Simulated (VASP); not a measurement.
Here is a VASP 6.6.1 calculation.

Contents of INCAR:

```
SYSTEM = Ga
PREC = Accurate
ENCUT = 520
EDIFF = 1E-6
ISMEAR = -1
SIGMA = 0.05
LREAL = .FALSE.
LASPH = .TRUE.
NELM = 80
ALGO = Normal
ISIF = 2
LWAVE = .FALSE.
LCHARG = .FALSE.
GGA = PE
NBANDS = 20
```

File KPOINTS:

```
Automatic mesh
0
G
  15 15 13
  0 0 0
```

POSCAR

```
Ga
1.0
    1.4500000000     -4.0650000000      0.0000000000
    1.4500000000      4.0650000000      0.0000000000
    0.0000000000      0.0000000000      3.1700000000
Ga
2
Direct
    0.8670000000      0.1330000000      0.2752365931
    0.1330000000      0.8670000000      0.7500000000
```

Potentials or basis: VASP PAW PBE potentials, release 64 (Ga_d).

Command:

```bash
$ cat potpaw_PBE.64/Ga_d/POTCAR > POTCAR
$ mpirun -np 1 vasp_std > vasp.out
```

Question: Predict the pressure.

Answer: 1.6 GPa.

Question: Estimate the largest force.

Answer: 0.245 eV/Å.

Question: Predict the band gap on the k mesh.

Answer: Zero (band 13 reaches 10.66 eV, above the bottom of band 14 at 1.96 eV).

Forces in eV/Å, atoms in the order of the input:
```
Ga   0.000  0.205 -0.133
Ga   0.000 -0.205  0.133
```

Caveat: the cell differs from its parent crystal (atom 1 (Ga) moved by [0.0, 0.0, 0.08] A).
